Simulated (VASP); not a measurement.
A run of VASP 6.6.1:

INCAR

```
PREC = Accurate
ENCUT = 520
EDIFF = 1E-6
ISMEAR = 0
SIGMA = 0.1
LREAL = F
LASPH = T
NELM = 100
ALGO = Normal
ISIF = 2
LWAVE = F
LCHARG = F
GGA = PS
NBANDS = 14
```

File KPOINTS:

```
Automatic mesh
0
Gamma
  22 22 22
```

POSCAR

```
Bi
1.0
   -1.8767713151      1.8767713151      1.8767713151
    1.8767713151     -1.8767713151      1.8767713151
    1.8767713151      1.8767713151     -1.8767713151
Bi
1
Direct
    0.0000000000      0.0000000000      0.0000000000
```

Potentials or basis: VASP PAW PBE potentials, release 64 (Bi_d).

Launch:

```bash
$ cat potpaw_PBE.64/Bi_d/POTCAR > POTCAR
$ mpirun -np 1 vasp_std > vasp.out
```

Hardware: 1 thread of AMD EPYC 9R45 96-Core Processor (Zen 5) (shared host).

Task: Estimate the wall time of this run.

Result: Run time: 30 s on 1 thread of AMD EPYC 9R45 96-Core Processor (Zen 5) (shared host), peak memory 0.19 GiB. Counts: scf iterations 11, k points 328.
